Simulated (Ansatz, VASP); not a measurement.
## WC in VASP and in Ansatz

```xyz
2
Lattice="0.0000 2.0830 2.3023 2.0830 0.0000 2.3023 2.0830 2.0830 0.0000" Properties=species:S:1:pos:R:3 pbc="T T T"
W     0.0000    0.0000    0.0000
C     2.0830    2.0830    2.3023
```

Change from the starting cell: strain -0.050 along x and y, +0.050 along z, atoms carried along.

Alike in both runs: task single point; functional r2SCAN; k mesh 18 × 18 × 18; occupations gaussian, width 0.15 eV; no spin polarisation.

```csv
,VASP,Ansatz
version,VASP 6.6.1,Ansatz 0.2.0
potentials or method,"VASP PAW PBE potentials, release 64 (W_sv, C), cutoff 520 eV","scalar-relativistic, plane waves, PAW"
valence electrons in the cell,18,18
```

|  | VASP | Ansatz | Ansatz less VASP |
| --- | --- | --- | --- |
| gap on the k mesh at the Fermi level (eV) | none | none | - |
| pressure (GPa) | 27.3 | 25.2 | -2.02 |
| traceless stress, the component that is largest in VASP (GPa) | -39.33 | -39.25 | +0.084 |

VASP's potentials were made for PBE, not for r2SCAN. A gap of «none» marks a metal or a gap that the smearing closes.

Spin-orbit coupling is off throughout.
